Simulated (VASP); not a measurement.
SrScH6, 8 atoms in the cell. It takes space group Pm-3 (No. 200, cubic). Conventional cell: a = 4.156 Å, b = 4.156 Å, c = 4.156 Å, α = 90.00°, β = 90.00°, γ = 90.00°. Sr (site symmetry m-3) has 12 H at 2.41 Å within 3.2 Å. Sc (site symmetry m-3) has 12 H at 2.25 Å within 3.0 Å. Within 2.3 Å of H (site symmetry mm2) lie 1 H at 1.71 Å and 2 Sc at 2.25 Å. The cell was generated, and may not be a known phase.

* Program: VASP 6.6.1
* Task: single point
* Functional: PBE
* Potentials or basis: VASP PAW PBE potentials, release 64 (Sr_sv, Sc_sv, H)
* Cutoff: 520 eV
* k mesh: 4 × 4 × 4
* Occupations: gaussian, width 0.1 eV
* Spin: no spin polarisation
* Dipole correction: no
* Further INCAR settings: ALGO = Normal; EDIFF = 1e-06; NBANDS = 24

Potentials or basis: VASP PAW PBE potentials, release 64 (Sr_sv, Sc_sv, H).

Launch:

```bash
$ cat potpaw_PBE.64/Sr_sv/POTCAR potpaw_PBE.64/Sc_sv/POTCAR potpaw_PBE.64/H/POTCAR > POTCAR
$ mpirun -np 1 vasp_std > vasp.out
```

Hardware: 1 thread of Intel(R) Xeon(R) Platinum 8488C (Sapphire Rapids) (shared host).

**Question.** How long does it take, and how much memory?

**Answer.** Run time: 15 s on 1 thread of Intel(R) Xeon(R) Platinum 8488C (Sapphire Rapids) (shared host), peak memory 0.18 GiB. Counts: scf iterations 14, k points 11.
